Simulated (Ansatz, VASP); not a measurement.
**One calculation of Hf, two programs**

Contents of INCAR:

```
ALGO = Normal
EDIFF = 1E-6
ENCUT = 520
ISIF = 2
ISMEAR = -1
LASPH = True
LCHARG = False
LREAL = False
LWAVE = False
NBANDS = 17
NELM = 80
PREC = Accurate
SIGMA = 0.05
```

KPOINTS

```
k-points
0
Gamma
  10 10 5
```

POSCAR

```
Hf
1.0
    3.1534960552      0.0000000000      0.0000000000
   -1.5767480276      2.7310076946      0.0000000000
    0.0000000000      0.0000000000      4.9894429718
Hf
2
Direct
    0.6666666667      0.3333333333      0.7500000000
    0.3333333333      0.6666666667      0.2500000000
```

The input input.yaml:

```yaml
crystal:
  lattice:
    - [3.1534960552, 0.0, 0.0]
    - [-1.5767480276, 2.7310076946, 0.0]
    - [0.0, 0.0, 4.9894429718]
  atoms:
    - { symbol: Hf, position: [0.6666666667, 0.3333333333, 0.75] }
    - { symbol: Hf, position: [0.3333333333, 0.6666666667, 0.25] }
hamiltonian:
  xc: lda
  pseudopotentials: { kind: paw }
kpoints:
  mp_grid: { grid: [10, 10, 5] }
scf:
  occupations: { method: fermi_dirac, width: 0.05 }
output:
  forces: true
  stress: true
  eigenvalues: true
```

Alike in both runs: task single point; functional LDA; k mesh 10 × 10 × 5; occupations fermi-dirac, width 0.05 eV; no spin polarisation.

|  | VASP | Ansatz |
| --- | --- | --- |
| version | VASP 6.6.1 | Ansatz 0.2.0 |
| potentials or method | VASP PAW LDA potentials, release 64 (Hf_pv) | Ansatz PAW |
| plane-wave cutoff (eV) | 520 | 420 |
| valence electrons in the cell | 20 | 52 |

VASP gave:

- gap on the k mesh at the Fermi level (eV): none
- pressure (GPa): -3.7
- traceless stress, the component that is largest in VASP (GPa): -0.19

Task: What did Ansatz give for the same quantities?

Result: gap on the k mesh at the Fermi level (eV): none; pressure (GPa): -3.7; traceless stress, the component that is largest in VASP (GPa): -0.17.

LDA's correlation is that of Perdew and Zunger in VASP and of Perdew and Wang (1992) in Ansatz. A gap of «none» marks a metal or a gap that the smearing closes. VASP's potentials hold 20 valence electrons a cell and Ansatz's 52, so a difference there can come from the potentials and not from the codes.

Neither program's run includes spin-orbit coupling.
